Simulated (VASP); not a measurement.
Nb: single point with PBEsol

Crystal: Nb.

```
Nb
1.0
    -1.80763    1.80763    1.40995
     1.80763   -1.80763    1.40995
     1.80763    1.80763   -1.40995
Nb
1
Cartesian
  0.0000 0.0000 0.0000
```

This cell differs from its parent crystal: ratio of the length along z to the lengths across it x 0.78, volume and fractional coordinates fixed.

| Quantity | Value |
| --- | --- |
| Program | VASP 6.6.1 |
| Task | single point |
| Functional | PBEsol |
| Potentials or basis | VASP PAW PBE potentials, release 64 (Nb_sv) |
| Cutoff | 520 eV |
| k mesh | 22 × 22 × 22 |
| Occupations | gaussian, width 0.15 eV |
| Spin | no spin polarisation |
| Dipole correction | no |
| Further INCAR settings | ALGO = Fast; EDIFF = 1e-06; NBANDS = 12 |

```
Pressure : -4.5 GPa
```

Stress tensor (GPa, compression positive):
```
-10.40   0.00   0.00
  0.00 -10.40   0.00
  0.00   0.00   7.22
```

Levels at points of the mesh, in eV from the Fermi level:
```csv
k point,band 4,band 5,band 6,band 7,band 8,band 9
"(0.00, 0.00, 0.00)",-29.77,-6.20,-1.51,0.47,1.63,1.63
"(0.50, 0.00, 0.00)",-30.19,-3.98,-2.62,2.51,2.79,5.39
"(0.50, 0.50, 0.00)",-29.96,-3.82,0.41,0.57,0.79,2.47
"(0.50, 0.50, 0.50)",-30.23,-4.15,-3.63,5.17,5.17,5.72
```

It took 94 s on 1 thread of Intel(R) Xeon(R) 6975P-C (Granite Rapids) (shared host), peak memory 0.28 GiB.

Caveat: the PAW data sets were made with another functional, which shifts forces and pressure a little.
